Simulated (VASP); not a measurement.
# Ti3Al5 (P4/mmm) in VASP: notebook

Runs on Ti3Al5. Level: r2SCAN. Tasks: single point.

Everything below comes from runs of VASP 6.6.1. Logs are shortened: lines on timing, memory, paths and dates and some standing lists are left out, and cuts for length are marked.

## Step 1: The cell of the first run

It takes space group P4/mmm (No. 123, tetragonal). Conventional cell: a = 3.898 Å, b = 3.898 Å, c = 8.325 Å, α = 90.00°, β = 90.00°, γ = 90.00°. Within 3.6 Å of Ti (site symmetry 4/mmm) lie 4 Ti at 2.76 Å and 8 Al at 2.84 Å. Ti (site symmetry 4/mmm) has 12 Al at 2.76 to 2.86 Å within 3.6 Å. Ti (site symmetry 4/mmm) has 4 Ti at 2.76 Å and 8 Al at 2.84 Å within 3.6 Å. Within 3.6 Å of Al (site symmetry 2mm) lie 6 Al at 2.76 to 2.86 Å and 6 Ti at 2.84 to 2.86 Å. Al (site symmetry 4/mmm) has 4 Ti at 2.76 Å and 8 Al at 2.86 Å within 3.6 Å.

## Step 2: Single point, r2SCAN

File POSCAR:

```
Ti3Al5
1.0
    3.8982868481      0.0000000000      0.0000000000
    0.0000000000      3.8982868481      0.0000000000
    0.0000000000      0.0000000000      8.3249319719
Ti Al
3 5
Direct
    0.0000000000      0.0000000000      0.5000000000
    0.5000000000      0.5000000000      0.0000000000
    0.5000000000      0.5000000000      0.5000000000
    0.0000000000      0.5000000000      0.2513308186
    0.0000000000      0.5000000000      0.7486691814
    0.5000000000      0.0000000000      0.2513308186
    0.5000000000      0.0000000000      0.7486691814
    0.0000000000      0.0000000000      0.0000000000
```

File INCAR.step1:

```
SYSTEM = Ti3Al5
PREC     = Accurate       ! precision mode
ENCUT    = 520            ! plane-wave cutoff, eV
ISMEAR   = 0              ! smearing method
SIGMA    = 0.1            ! smearing width, eV
LREAL    = .FALSE.        ! projectors in reciprocal space
LASPH    = .TRUE.         ! aspherical terms in the spheres
NELM     = 100            ! most SCF steps
NBANDS   = 36             ! bands
GGA      = PE             ! functional
ALGO     = Normal         ! electronic algorithm
EDIFF    = 1E-4           ! SCF threshold, eV
LWAVE    = .TRUE.         ! write WAVECAR
LCHARG   = .FALSE.        ! write CHGCAR
```

File INCAR.step2:

```
SYSTEM = Ti3Al5
PREC     = Accurate       ! precision mode
ENCUT    = 520            ! plane-wave cutoff, eV
EDIFF    = 1E-6           ! SCF threshold, eV
ISMEAR   = 0              ! smearing method
SIGMA    = 0.1            ! smearing width, eV
LREAL    = .FALSE.        ! projectors in reciprocal space
LASPH    = .TRUE.         ! aspherical terms in the spheres
NELM     = 100            ! most SCF steps
ALGO     = Normal         ! electronic algorithm
ISIF     = 2              ! what is computed and relaxed
LWAVE    = .FALSE.        ! write WAVECAR
LCHARG   = .FALSE.        ! write CHGCAR
METAGGA  = R2SCAN         ! meta-GGA
LMIXTAU  = .TRUE.       
NBANDS   = 36             ! bands
ISTART   = 1
```

File KPOINTS:

```
regular mesh
0
G
  10 10 4
  0 0 0
```

Potentials or basis: VASP PAW PBE potentials, release 64 (Ti_sv, Al).

Launch:

```console
cat potpaw_PBE.64/Ti_sv/POTCAR potpaw_PBE.64/Al/POTCAR > POTCAR
cp INCAR.step1 INCAR
mpirun -np 1 vasp_std > vasp.out
cp INCAR.step2 INCAR
mpirun -np 1 vasp_std > vasp.out
```

OUTCAR:

```text
SYSTEM = Ti3Al5
   PREC = Accurate
   ENCUT = 520
   EDIFF = 1E-6
   ISMEAR = 0
   LREAL = .FALSE.
   LASPH = .TRUE.
   NELM = 100
   ISIF = 2
   METAGGA = R2SCAN
   ISTART = 1

 ion  position               nearest neighbor table
   1  0.000  0.000  0.500-   3 2.76   3 2.76   3 2.76   3 2.76   7 2.84   4 2.84   4 2.84   5 2.84
                             5 2.84   6 2.84   7 2.84   6 2.84
   2  0.500  0.500  0.000-   8 2.76   8 2.76   8 2.76   8 2.76   4 2.86   6 2.86   7 2.86   5 2.86
                             4 2.86   5 2.86   6 2.86   7 2.86
   3  0.500  0.500  0.500-   1 2.76   1 2.76   1 2.76   1 2.76   7 2.84   4 2.84   6 2.84   7 2.84
                             5 2.84   4 2.84   5 2.84   6 2.84
   4  0.000  0.500  0.251-   6 2.76   6 2.76   6 2.76   6 2.76   3 2.84   3 2.84   1 2.84   1 2.84
                             2 2.86   2 2.86   8 2.86   8 2.86
   5  0.000  0.500  0.749-   7 2.76   7 2.76   7 2.76   7 2.76   3 2.84   3 2.84   1 2.84   1 2.84
                             2 2.86   2 2.86   8 2.86   8 2.86
   6  0.500  0.000  0.251-   4 2.76   4 2.76   4 2.76   4 2.76   3 2.84   1 2.84   1 2.84   3 2.84
                             2 2.86   2 2.86   8 2.86   8 2.86
   7  0.500  0.000  0.749-   5 2.76   5 2.76   5 2.76   5 2.76   3 2.84   1 2.84   1 2.84   3 2.84
                             2 2.86   2 2.86   8 2.86   8 2.86
   8  0.000  0.000  0.000-   2 2.76   2 2.76   2 2.76   2 2.76   7 2.86   4 2.86   4 2.86   5 2.86
                             5 2.86   6 2.86   7 2.86   6 2.86

  LATTYP: Found a simple tetragonal cell.
 ALAT       =     3.8982868481
 C/A-ratio  =     2.1355360178

  Lattice vectors:

 A1 = (   3.8982868481,   0.0000000000,   0.0000000000)
 A2 = (   0.0000000000,   3.8982868481,   0.0000000000)
 A3 = (   0.0000000000,   0.0000000000,   8.3249319719)

Analysis of symmetry for initial positions (statically):
=====================================================================
 Subroutine PRICEL returns:
 Original cell was already a primitive cell.

 Routine SETGRP: Setting up the symmetry group for a
 simple tetragonal supercell.

 Subroutine GETGRP returns: Found 16 space group operations
 (whereof 16 operations were pure point group operations)
 out of a pool of 16 trial point group operations.

The static configuration has the point symmetry D_4h.

Analysis of symmetry for dynamics (positions and initial velocities):
=====================================================================
 Subroutine PRICEL returns:
 Original cell was already a primitive cell.

 Routine SETGRP: Setting up the symmetry group for a
 simple tetragonal supercell.

[... 118 lines left out ...]
   EDIFFG = 0.1E-04   stopping-criterion for IOM
   NSW    =      0    number of steps for IOM
   IBRION =     -1    ionic relax: 0-MD 1-quasi-New 2-CG
   NFREE  =      0    steps in history (QN), initial steepest desc. (CG)
   ISIF   =      2    stress and relaxation
   ISYM   =      2    0-nonsym 1-usesym 2-fastsym
   POTIM  = 0.5000    time-step for ionic-motion
   TEBEG  =    0.0;   TEEND  =   0.0 temperature during run
   PSTRESS=    0.0 pullay stress
   NELECT =      51.0000    total number of electrons
   NUPDOWN=      -1.0000    fix difference up-down
   EMIN   =  10.00;   EMAX   =-10.00  energy-range for DOS
   EFERMI =   0.00;   METHOD = LEGACY
   ISMEAR =     0;   SIGMA  =   0.10  broadening in eV -4-tet -1-fermi 0-gaus
   EFERMI_NEDOS =   21; number of points for ismear=-14 and -15
   IALGO  =     38    algorithm
   IMIX   =      4    mixing-type and parameters
     AMIX     =   0.40;   BMIX     =  1.00
     AMIX_MAG =   1.60;   BMIX_MAG =  1.00
  volume/ion in A,a.u.               =      15.81       106.72
  Fermi-wavevector in a.u.,A,eV,Ry     =   1.209360  2.285358 19.899210  1.462551
  Thomas-Fermi vector in A             =   2.344939
   LORBIT       =      0    0 simple, 1 ext, 2 COOP (PROOUT), +10 PAW based schemes
   METAGGA = R2SCAN    functional components
   LHFCALC =     F    Hartree Fock is set to
   AEXX    =    0.0000 exact exchange contribution
   IVDW    =     0    specifies the selected vdW correction
   LEPSILON=     F    determine dielectric tensor
   LRPA    =     F    only Hartree local field effects (RPA)
 non-spin polarized calculation
 Gauss-broadening in eV      SIGMA  =   0.10
  energy-cutoff  :      520.00
  volume of cell :      126.51
 maximum number of plane-waves:      3444
 NGX is ok and might be reduce to    30
   NGX = 15   NGY = 15   NGZ = 31

 number of electron      50.9999990 magnetization

 Free energy of the ion-electron system (eV)
  ---------------------------------------------------
  ext. energy  EPLUGINS =         0.00000000
  ---------------------------------------------------
  free energy    TOTEN  =       -76.06001209 eV

  energy without entropy =      -76.03487353  energy(sigma->0) =      -76.04744281

 E-fermi :   8.5326     XC(G=0): -11.7345

 val. band max:        8.5285362283   @ k =   0.2000   0.1000   0.5000
 cond. band min:       8.5358671300   @ k =   0.3000   0.1000   0.5000
 fundamental gap:      0.0073309017
 Fermi energy:         8.5325793549

 k-point     1 :       0.0000    0.0000    0.0000
  band No.  band energies     occupation
      1     -50.5621      2.00000
      2     -50.3803      2.00000
      3     -50.0556      2.00000
      4     -25.8202      2.00000
      5     -25.8084      2.00000
      6     -25.8084      2.00000
[... 925 lines left out ...]
     35      12.0231      0.00000
     36      12.1042      0.00000

 [... further k-points ...]
[... 5 lines left out ...]
  --------------------------------------------------------------------------------------
  -------------------------------------------------------------------------------------
  Total        0.0168303      0.0168303      0.0101846      0.0000000      0.0000000      0.0000000
  in kB        0.2131443      0.2131443      0.1289810      0.0000000      0.0000000      0.0000000
  external PRESSURE =       0.1850899 kB  Pullay stress =       0.0000000 kB

 VOLUME and BASIS-vectors are now :
 -----------------------------------------------------------------------------
  energy-cutoff  :      520.00
  volume of cell :      126.51
      direct lattice vectors                 reciprocal lattice vectors
     3.898286848  0.000000000  0.000000000     0.256522939  0.000000000  0.000000000
     0.000000000  3.898286848  0.000000000     0.000000000  0.256522939  0.000000000
     0.000000000  0.000000000  8.324931972     0.000000000  0.000000000  0.120121102

 POSITION                                       TOTAL-FORCE (eV/Angst)
 -----------------------------------------------------------------------------------
      0.00000      0.00000      4.16247        -0.000000      0.000000      0.000000
      1.94914      1.94914      0.00000        -0.000000      0.000000      0.000000
      1.94914      1.94914      4.16247        -0.000000      0.000000      0.000000
      0.00000      1.94914      2.09231         0.000000     -0.000000     -0.012740
      0.00000      1.94914      6.23262        -0.000000     -0.000000      0.012740
      1.94914      0.00000      2.09231         0.000000      0.000000     -0.012740
      1.94914      0.00000      6.23262        -0.000000      0.000000      0.012740
      0.00000      0.00000      0.00000        -0.000000      0.000000      0.000000
 -----------------------------------------------------------------------------------
    total drift:                                0.000000      0.000000      0.000000

  FREE ENERGIE OF THE ION-ELECTRON SYSTEM (eV)
  ---------------------------------------------------
  free  energy   TOTEN  =       -76.0600120873 eV

  energy  without entropy=      -76.0348735273  energy(sigma->0) =      -76.04744281
```

It took 35 min on 1 thread of AMD EPYC 7R13, shared host; peak memory 0.36 GiB.

Results:

```yaml
Free_energy: -76.0600 eV
Pressure: 0.0 GPa
Largest_force: 0.013 eV/Å
```

Forces in eV/Å, atoms in the order of the input:
```
Ti   0.000  0.000  0.000
Ti   0.000  0.000  0.000
Ti   0.000  0.000  0.000
Al   0.000  0.000 -0.013
Al   0.000  0.000  0.013
Al   0.000  0.000 -0.013
Al   0.000  0.000  0.013
Al   0.000  0.000  0.000
```

Levels at points of the mesh, in eV from the Fermi level:
| k point | band 21 | band 22 | band 23 | band 24 | band 25 | band 26 | band 27 | band 28 | band 29 | band 30 |
| --- | --- | --- | --- | --- | --- | --- | --- | --- | --- | --- |
| (0.00, 0.00, 0.00) | -1.84 | -1.10 | -1.10 | -0.90 | -0.18 | 0.21 | 0.21 | 0.67 | 1.18 | 2.15 |
| (0.50, 0.00, 0.00) | -1.33 | -0.58 | -0.52 | -0.46 | 0.11 | 0.22 | 0.36 | 0.88 | 1.23 | 1.39 |
| (0.50, 0.50, 0.00) | -2.70 | -2.22 | -2.22 | -1.56 | -1.56 | -0.88 | -0.14 | 1.05 | 1.65 | 1.92 |
| (0.00, 0.00, 0.50) | -1.28 | -1.28 | -0.90 | -0.42 | -0.07 | 0.41 | 0.63 | 0.63 | 0.66 | 1.92 |
| (0.50, 0.00, 0.50) | -1.46 | -0.37 | -0.18 | -0.10 | -0.02 | 0.15 | 0.49 | 0.68 | 0.80 | 1.54 |
| (0.50, 0.50, 0.50) | -2.61 | -2.61 | -1.23 | -1.23 | -1.18 | -0.85 | -0.51 | 1.41 | 1.59 | 1.92 |

Caveat: the PAW data sets were made with another functional, which shifts forces and pressure a little.

## Step 3: Single point, r2SCAN

POSCAR is that of step 2.

File INCAR.step1:

```
  PREC = Accurate
  ENCUT = 520
  ISMEAR = 0
  SIGMA = 0.1
  LREAL = False
  LASPH = True
  NELM = 80
  NBANDS = 36
  GGA = PE
  ALGO = Normal
  EDIFF = 1E-4
  LWAVE = True
  LCHARG = False
```

File INCAR.step2:

```
  PREC = Accurate
  ENCUT = 520
  EDIFF = 1E-6
  ISMEAR = 0
  SIGMA = 0.1
  LREAL = False
  LASPH = True
  NELM = 80
  ALGO = Normal
  ISIF = 2
  LWAVE = False
  LCHARG = True
  METAGGA = R2SCAN
  LMIXTAU = True
  LELF = True
  LVHAR = True
  NBANDS = 36
  ISTART = 1
```

File KPOINTS:

```
regular mesh
0
Gamma
  10 10 4
```

Potentials or basis: VASP PAW PBE potentials, release 64 (Ti_sv, Al).

Launch:

```console
cat potpaw_PBE.64/Ti_sv/POTCAR potpaw_PBE.64/Al/POTCAR > POTCAR
cp INCAR.step1 INCAR
mpirun -np 1 vasp_std > vasp.out
cp INCAR.step2 INCAR
mpirun -np 1 vasp_std > vasp.out
```

It took 32 min on 1 thread of AMD EPYC 7R13, shared host; peak memory 0.36 GiB.

Results (log left out):

```
Free energy   : -76.0600 eV
Pressure      : 0.0 GPa
Largest force : 0.013 eV/Å
```

Forces on the atoms (eV/Å):
```
Ti   0.000  0.000  0.000
Ti   0.000  0.000  0.000
Ti   0.000  0.000  0.000
Al   0.000  0.000 -0.013
Al   0.000  0.000  0.013
Al   0.000  0.000 -0.013
Al   0.000  0.000  0.013
Al   0.000  0.000  0.000
```

Levels at points of the mesh, in eV from the Fermi level:
| k point | band 23 | band 24 | band 25 | band 26 | band 27 | band 28 |
| --- | --- | --- | --- | --- | --- | --- |
| (0.00, 0.00, 0.00) | -1.10 | -0.90 | -0.18 | 0.21 | 0.21 | 0.67 |
| (0.50, 0.00, 0.00) | -0.52 | -0.46 | 0.11 | 0.22 | 0.36 | 0.88 |
| (0.50, 0.50, 0.00) | -2.22 | -1.56 | -1.56 | -0.88 | -0.14 | 1.05 |
| (0.00, 0.00, 0.50) | -0.90 | -0.42 | -0.07 | 0.41 | 0.63 | 0.63 |
| (0.50, 0.00, 0.50) | -0.18 | -0.10 | -0.02 | 0.15 | 0.49 | 0.68 |
| (0.50, 0.50, 0.50) | -1.23 | -1.23 | -1.18 | -0.85 | -0.51 | 1.41 |

Caveat: the PAW data sets were made with another functional, which shifts forces and pressure a little.
